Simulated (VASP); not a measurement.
# Li (Fd-3m) in VASP: further runs

Runs on Li. Level: PBEsol. Tasks: relaxation of cell and atoms.

Everything below comes from runs of VASP 6.6.1. Logs are shortened: lines on timing, memory, paths and dates and some standing lists are left out, and cuts for length are marked.

## 1. The cell of the first run

The structure is cubic, space group Fd-3m (No. 227). Conventional cell: a = 5.147 Å, b = 5.147 Å, c = 5.147 Å, α = 90.00°, β = 90.00°, γ = 90.00°. Li (site symmetry -43m) has 4 Li at 2.23 Å within 2.9 Å.

This isn't the form of Li at room conditions, which is bcc.

## 2. Relaxation of cell and atoms, PBEsol, target pressure 4.1 GPa, at which the enthalpy is minimised

File INCAR:

```
SYSTEM = Li
  PREC = Accurate
  ENCUT = 600
  EDIFF = 1E-6
  ISMEAR = -1
  SIGMA = 0.05
  LREAL = .FALSE.
  LASPH = .TRUE.
  NELM = 100
  ALGO = Normal
  ISIF = 3
  LWAVE = .FALSE.
  LCHARG = .FALSE.
  GGA = PS
  IBRION = 2
  NSW = 32
  EDIFFG = -0.005
  PSTRESS = 41.0
```

File KPOINTS:

```
regular mesh
0
G
  12 12 12
  0 0 0
```

File POSCAR:

```
Li
1.0
    0.0000000000      2.5734042437      2.5734042437
    2.5734042437      0.0000000000      2.5734042437
    2.5734042437      2.5734042437      0.0000000000
Li
2
Direct
   -0.1250000000     -0.1250000000     -0.1250000000
    0.1250000000      0.1250000000      0.1250000000
```

Potentials or basis: VASP PAW PBE potentials, release 64 (Li_sv).

Started as:

```
> cat potpaw_PBE.64/Li_sv/POTCAR > POTCAR
> mpirun -np 1 vasp_std > vasp.out
```

OUTCAR:

```text
SYSTEM = Li
   PREC = Accurate
   ENCUT = 600
   EDIFF = 1E-6
   ISMEAR = -1
   LREAL = .FALSE.
   LASPH = .TRUE.
   NELM = 100
   ISIF = 3
   GGA = PS
   IBRION = 2
   NSW = 32
   EDIFFG = -0.005
   PSTRESS = 41.0

 ion  position               nearest neighbor table
   1  0.875  0.875  0.875-   2 2.23   2 2.23   2 2.23   2 2.23
   2  0.125  0.125  0.125-   1 2.23   1 2.23   1 2.23   1 2.23

  LATTYP: Found a face centered cubic cell.
 ALAT       =     5.1468084874

  Lattice vectors:

 A1 = (   0.0000000000,   2.5734042437,   2.5734042437)
 A2 = (   2.5734042437,   0.0000000000,   2.5734042437)
 A3 = (   2.5734042437,   2.5734042437,   0.0000000000)

Analysis of symmetry for initial positions (statically):
=====================================================================
 Subroutine PRICEL returns:
 Original cell was already a primitive cell.

 Routine SETGRP: Setting up the symmetry group for a
 face centered cubic supercell.

 Subroutine GETGRP returns: Found 48 space group operations
 (whereof 12 operations were pure point group operations)
 out of a pool of 48 trial point group operations.

The static configuration has the point symmetry D_3d.
 The point group associated with its full space group is O_h .

Analysis of symmetry for dynamics (positions and initial velocities):
=====================================================================
 Subroutine PRICEL returns:
 Original cell was already a primitive cell.

 Routine SETGRP: Setting up the symmetry group for a
 face centered cubic supercell.

 Subroutine GETGRP returns: Found 48 space group operations
 (whereof 12 operations were pure point group operations)
 out of a pool of 48 trial point group operations.

The dynamic configuration has the point symmetry D_3d.
 The point group associated with its full space group is O_h .

 Subroutine INISYM returns: Found 48 space group operations
 (whereof 12 operations are pure point group operations),
 and found     1 'primitive' translations

----------------------------------------------------------------------------------------

                                     Primitive cell

  volume of cell :      34.0843

  direct lattice vectors                    reciprocal lattice vectors
     0.000000000  2.573404244  2.573404244    -0.194295164  0.194295164  0.194295164
     2.573404244  0.000000000  2.573404244     0.194295164 -0.194295164  0.194295164
     2.573404244  2.573404244  0.000000000     0.194295164  0.194295164 -0.194295164

  length of vectors
     3.639343183  3.639343183  3.639343183     0.336529096  0.336529096  0.336529096

  position of ions in fractional coordinates (direct lattice)
     0.875000000  0.875000000  0.875000000
     0.125000000  0.125000000  0.125000000

  ion indices of the primitive-cell ions
   primitive index   ion index
                 1           1
                 2           2

----------------------------------------------------------------------------------------

 KPOINTS: regular mesh

Automatic generation of k-mesh.
 Grid dimensions read from file:
 generate k-points for:   12   12   12

 Generating k-lattice:

  Cartesian coordinates                     Fractional coordinates (reciprocal lattice)
    -0.016191264  0.016191264  0.016191264     0.083333333  0.000000000  0.000000000
     0.016191264 -0.016191264  0.016191264     0.000000000  0.083333333  0.000000000
     0.016191264  0.016191264 -0.016191264     0.000000000  0.000000000  0.083333333

  Length of vectors
     0.028044091  0.028044091  0.028044091

  Shift w.r.t. Gamma in fractional coordinates (k-lattice)
     0.000000000  0.000000000  0.000000000

 Subroutine IBZKPT returns following result:
 ===========================================

 Found     72 irreducible k-points:

 Following reciprocal coordinates:
            Coordinates               Weight
  0.000000  0.000000  0.000000      1.000000
  0.083333  0.000000  0.000000      8.000000
  0.166667  0.000000  0.000000      8.000000
  0.250000  0.000000  0.000000      8.000000
  0.333333  0.000000  0.000000      8.000000
  0.416667  0.000000  0.000000      8.000000
[... 16 lines left out ...]
  0.500000  0.166667  0.000000     24.000000
 -0.416667  0.166667  0.000000     24.000000
 [... further k-points ...]
   k-points           NKPTS =     72   k-points in BZ     NKDIM =     72   number of bands    NBANDS=      7
   number of dos      NEDOS =    301   number of ions     NIONS =      2
   total plane-waves  NPLWV =  27000
   dimension x,y,z NGX =    30 NGY =   30 NGZ =   30
   dimension x,y,z NGXF=    60 NGYF=   60 NGZF=   60
   ions per type =               2
   NGX,Y,Z   is equivalent  to a cutoff of  13.70, 13.70, 13.70 a.u.
   NGXF,Y,Z  is equivalent  to a cutoff of  27.41, 27.41, 27.41 a.u.
 SYSTEM =  Li
   PREC   = accura    normal or accurate (medium, high low for compatibility)
   ISTART =      0    job   : 0-new  1-cont  2-samecut
   ICHARG =      2    charge: 1-file 2-atom 10-const
   ISPIN  =      1    spin polarized calculation?
   LNONCOLLINEAR =      F non collinear calculations
   LSORBIT =      F    spin-orbit coupling
   LASPH  =      T    aspherical Exc in radial PAW
   ENCUT  =  600.0 eV  44.10 Ry    6.64 a.u.   7.27  7.27  7.27*2*pi/ulx,y,z
   NELM   =    100;   NELMIN=  2; NELMDL= -5     # of ELM steps
   EDIFF  = 0.1E-05   stopping-criterion for ELM
   LREAL  =      F    real-space projection
   EDIFFG = -.5E-02   stopping-criterion for IOM
   NSW    =     32    number of steps for IOM
   IBRION =      2    ionic relax: 0-MD 1-quasi-New 2-CG
   NFREE  =      1    steps in history (QN), initial steepest desc. (CG)
   ISIF   =      3    stress and relaxation
   ISYM   =      2    0-nonsym 1-usesym 2-fastsym
   POTIM  = 0.5000    time-step for ionic-motion
   TEBEG  =    0.0;   TEEND  =   0.0 temperature during run
   PSTRESS=   41.0 pullay stress
   NELECT =       6.0000    total number of electrons
   NUPDOWN=      -1.0000    fix difference up-down
   EMIN   =  10.00;   EMAX   =-10.00  energy-range for DOS
   EFERMI =   0.00;   METHOD = LEGACY
   ISMEAR =    -1;   SIGMA  =   0.05  broadening in eV -4-tet -1-fermi 0-gaus
   EFERMI_NEDOS =   21; number of points for ismear=-14 and -15
   IALGO  =     38    algorithm
   IMIX   =      4    mixing-type and parameters
     AMIX     =   0.40;   BMIX     =  1.00
     AMIX_MAG =   1.60;   BMIX_MAG =  1.00
  volume/ion in A,a.u.               =      17.04       115.01
  Fermi-wavevector in a.u.,A,eV,Ry     =   0.917502  1.733828 11.453531  0.841811
  Thomas-Fermi vector in A             =   2.042479
   LORBIT       =      0    0 simple, 1 ext, 2 COOP (PROOUT), +10 PAW based schemes
   GGA     = PS    functional components
   LHFCALC =     F    Hartree Fock is set to
   AEXX    =    0.0000 exact exchange contribution
   IVDW    =     0    specifies the selected vdW correction
   LEPSILON=     F    determine dielectric tensor
   LRPA    =     F    only Hartree local field effects (RPA)
 conjugate gradient relaxation of ions
 non-spin polarized calculation
  energy-cutoff  :      600.00
  volume of cell :       34.08
 maximum number of plane-waves:      1158
 NGX is ok and might be reduce to    30
   NGX = 15   NGY = 15   NGZ = 15

--------------------------------------- Ionic step        1  -------------------------------------------

 number of electron       5.9999991 magnetization

 Free energy of the ion-electron system (eV)
  ---------------------------------------------------
  ext. energy  EPLUGINS =         0.00000000
  ---------------------------------------------------
  free energy    TOTEN  =        -2.74070332 eV

  energy without entropy =       -2.73754633  energy(sigma->0) =       -2.73912483

------------------------ aborting loop because EDIFF is reached ----------------------------------------

  FORCE on cell =-STRESS in cart. coord.  units (eV):
  Direction    XX          YY          ZZ          XY          YZ          ZX
  --------------------------------------------------------------------------------------
  -------------------------------------------------------------------------------------
  Total        0.8348471      0.8348471      0.8348471     -0.0000000      0.0000000      0.0000000
  in kB       39.2431181     39.2431181     39.2431181     -0.0000000      0.0000000      0.0000000
  external PRESSURE =      -1.7568819 kB  Pullay stress =      41.0000000 kB
[... 61 lines left out ...]
  enthalpy is  TOTEN    =        -1.8685730214 eV   P V=        0.8698656293

--------------------------------------- Ionic step        3  -------------------------------------------

 number of electron       5.9999991 magnetization

 Free energy of the ion-electron system (eV)
  ---------------------------------------------------
  ext. energy  EPLUGINS =         0.00000000
  ---------------------------------------------------
  free energy    TOTEN  =        -2.73151349 eV

  energy without entropy =       -2.72847779  energy(sigma->0) =       -2.72999564

 E-fermi :   1.8215     XC(G=0):  -7.4781

 val. band max:        1.8141819408   @ k =   0.5000   0.0000   0.0000
 cond. band min:       1.9033588724   @ k =  -0.3333   0.5000   0.1667
 fundamental gap:      0.0891769316
 Fermi energy:         1.8215168733

 k-point     1 :       0.0000    0.0000    0.0000
  band No.  band energies     occupation
      1     -45.6613      2.00000
      2     -45.3759      2.00000
      3      -2.4668      2.00000
      4       8.8975      0.00000
      5       8.8975      0.00000
      6       8.8975      0.00000
      7      10.1632      0.00000
[... 221 lines left out ...]
 k-point    24 :      -0.4167    0.1667    0.0000
  band No.  band energies     occupation
      1     -45.5763      2.00000
      2     -45.4575      2.00000
      3      -0.0071      2.00000
      4       2.0757      0.01231
      5       5.4267      0.00000
      6       6.2569      0.00000
      7       9.9093      0.00000

 [... further k-points ...]
[... 5 lines left out ...]
  --------------------------------------------------------------------------------------
  -------------------------------------------------------------------------------------
  Total        0.8626991      0.8626991      0.8626991      0.0000000      0.0000000      0.0000000
  in kB       40.9942385     40.9942385     40.9942385      0.0000000      0.0000000      0.0000000
  external PRESSURE =      -0.0057615 kB  Pullay stress =      41.0000000 kB
[... 17 lines left out ...]
  FREE ENERGIE OF THE ION-ELECTRON SYSTEM (eV)
  ---------------------------------------------------
  free  energy   TOTEN  =        -2.7315134905 eV

  energy  without entropy=       -2.7284777887  energy(sigma->0) =       -2.72999564

  enthalpy is  TOTEN    =        -1.8686931276 eV   P V=        0.8628203629

 reached required accuracy - stopping structural energy minimisation
```

Wall time 55 s (1 thread of Intel Xeon 8259CL, shared host); peak memory 0.16 GiB.

Results:

| Quantity | Value |
| --- | --- |
| Free energy | -2.7315 eV |
| Relaxed volume | 16.86 Å³/atom |
| Relaxed cell | a = 3.626 Å, b = 3.626 Å, c = 3.626 Å, α = 60.00°, β = 60.00°, γ = 60.00° |
| Space group after relaxing (to 0.1 Å) | Fd-3m (No. 227) |
| Energy change on relaxing (the run minimises the enthalpy) | +4.6 meV/atom |
| Ionic steps | 3 |
| Pressure after relaxing | 4.1 GPa |
| Band gap on the k mesh | zero (bands 3 and 4 overlap by 0.25 eV) |

Step by step:
| step | energy change (eV) | largest force (eV/Å) | pressure (GPa) | volume (Å³) |
| --- | --- | --- | --- | --- |
| 1 | 0.0000 | 0.0000 | 3.92 | 34.08 |
| 2 | 0.0023 | 0.0000 | 3.96 | 33.99 |
| 3 | 0.0092 | 0.0000 | 4.10 | 33.72 |

Final structure:
```cif
data_structure
_symmetry_space_group_name_H-M 'P 1'
_symmetry_Int_Tables_number 1
_cell_length_a 3.6262
_cell_length_b 3.6262
_cell_length_c 3.6262
_cell_angle_alpha 60.000
_cell_angle_beta 60.000
_cell_angle_gamma 60.000
_cell_volume 33.72
loop_
_atom_site_label
_atom_site_type_symbol
_atom_site_fract_x
_atom_site_fract_y
_atom_site_fract_z
_atom_site_occupancy
Li1 Li 0.87500 0.87500 0.87500 1
Li2 Li 0.12500 0.12500 0.12500 1
```

Caveat: the cutoff is under 1.25 times the usual one of these potentials, so pressure, stress and relaxed cells hold a basis-set (Pulay) error; the cell is relaxed towards a set pressure, so the run minimises the enthalpy, not the energy; the PAW data sets were made with another functional, which shifts forces and pressure a little.

## 3. Relaxation of cell and atoms, PBEsol, target pressure 4.1 GPa, at which the enthalpy is minimised

This run uses another cell than the first one, of 18.95 Å³/atom.

INCAR: that of step 2 with these lines changed.

```diff
@@ -15,3 +15,3 @@
   IBRION = 2
-  NSW = 32
+  NSW = 60
   EDIFFG = -0.005
```

KPOINTS is that of step 2.

File POSCAR:

```
Li
1.0
    0.0000000000      2.6658498276      2.6658498276
    2.6658498276      0.0000000000      2.6658498276
    2.6658498276      2.6658498276      0.0000000000
Li
2
Direct
   -0.1250000000     -0.1250000000     -0.1250000000
    0.1250000000      0.1250000000      0.1250000000
```

Potentials or basis: VASP PAW PBE potentials, release 64 (Li_sv).

Started as:

```
> cat potpaw_PBE.64/Li_sv/POTCAR > POTCAR
> mpirun -np 1 vasp_std > vasp.out
```

Run time: 71 s. Hardware: 1 thread of Intel Xeon 8259CL, shared host; peak memory 0.16 GiB.

Results (log left out):

- Free energy: -2.7331 eV
- Relaxed volume: 16.78 Å³/atom
- Relaxed cell: a = 3.621 Å, b = 3.621 Å, c = 3.621 Å, α = 60.00°, β = 60.00°, γ = 60.00°
- Space group after relaxing (to 0.1 Å): Fd-3m (No. 227)
- Energy change on relaxing (the run minimises the enthalpy): +42.7 meV/atom
- Ionic steps: 4
- Pressure after relaxing: 4.1 GPa
- Band gap on the k mesh: zero (bands 3 and 4 overlap by 0.25 eV)

The path:
```csv
step,energy change (eV),largest force (eV/Å),pressure (GPa),volume (Å³)
1,0.0000,0.0000,2.36,37.89
2,0.0177,0.0000,2.73,36.77
3,0.0643,0.0000,3.70,34.44
4,0.0854,0.0000,4.12,33.57
```

Final structure:
```yaml
crystal:
  lattice:
    - [0.00000, 2.56035, 2.56035]
    - [2.56035, 0.00000, 2.56035]
    - [2.56035, 2.56035, 0.00000]
  atoms:
    - { symbol: Li, position: [0.87500, 0.87500, 0.87500] }
    - { symbol: Li, position: [0.12500, 0.12500, 0.12500] }
```

Levels at points of the mesh, in eV from the Fermi level:
```
           k point  band 1  band 2  band 3  band 4  band 5  band 6  band 7
(0.00, 0.00, 0.00)  -47.48  -47.19   -4.30    7.10    7.10    7.10    8.36
(0.50, 0.00, 0.00)  -47.41  -47.27   -2.15    0.00    5.24    5.24    8.64
(0.50, 0.50, 0.00)  -47.34  -47.34   -0.09   -0.09    2.49    2.49    7.55
```

Caveat: the cutoff is under 1.25 times the usual one of these potentials, so pressure, stress and relaxed cells hold a basis-set (Pulay) error; the cell is relaxed towards a set pressure, so the run minimises the enthalpy, not the energy; the PAW data sets were made with another functional, which shifts forces and pressure a little.
